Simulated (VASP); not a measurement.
Write the native input for VASP 6.6.1 that does the following.

```yaml
Task: single point
Functional: PBE
Potentials_or_basis: VASP PAW PBE potentials, release 64 (Hf_pv, O)
Cutoff: 520 eV
k_mesh: 6 × 6 × 6
Occupations: fermi-dirac, width 0.02 eV
Spin: no spin polarisation
Dipole_correction: no
Further_INCAR_settings: ALGO = Normal; EDIFF = 1e-07; NBANDS = 56
```

The structure of HfO2 lies in POSCAR:

```
HfO2
1.0
    5.1138648531      0.0000000000      0.0049017969
    0.0000000000      5.1814079143      0.0000000000
   -0.8746903931      0.0000000000      5.3789469241
Hf O
4 8
Direct
    0.2747367658      0.4574793690      0.7093423552
    0.7252632342      0.9574793690      0.7906576448
    0.7252632342      0.5425206310      0.2906576448
    0.2747367658      0.0425206310      0.2093423552
    0.4493769333      0.7435941678      0.9702066361
    0.5506230667      0.2435941678      0.5297933639
    0.5506230667      0.2564058322      0.0297933639
    0.4493769333      0.7564058322      0.4702066361
    0.0640970273      0.3194548114      0.3585227801
    0.9359029727      0.8194548114      0.1414772199
    0.9359029727      0.6805451886      0.6414772199
    0.0640970273      0.1805451886      0.8585227801
```

This cell differs from its parent crystal: uniaxial z strain +3.0%.

These files were run (other wordings do the same):

INCAR

```
PREC = Accurate
ENCUT = 520
EDIFF = 1E-7
ISMEAR = -1
SIGMA = 0.02
LREAL = False
LASPH = True
NELM = 60
ALGO = Normal
ISIF = 2
LWAVE = False
LCHARG = False
GGA = PE
NBANDS = 56
```

KPOINTS

```
regular mesh
0
Gamma
  6 6 6
```

Potentials or basis: VASP PAW PBE potentials, release 64 (Hf_pv, O).

Command:

```sh
$ cat potpaw_PBE.64/Hf_pv/POTCAR potpaw_PBE.64/O/POTCAR > POTCAR
$ mpirun -np 1 vasp_std > vasp.out
```

It gave:

```
Pressure               : -3.1 GPa
Largest force          : 0.030 eV/Å
Band gap on the k mesh : 4.14 eV (least direct gap 4.20 eV)
```

Caveat: the cell differs from its parent crystal (uniaxial z strain +3.0%); the cell stands under tension; spin-orbit coupling is left out, which moves the levels of the heavy elements.

Wall time 6 min on 1 thread of Intel(R) Xeon(R) 6975P-C (Granite Rapids), with other jobs on the host, peak memory 0.56 GiB.
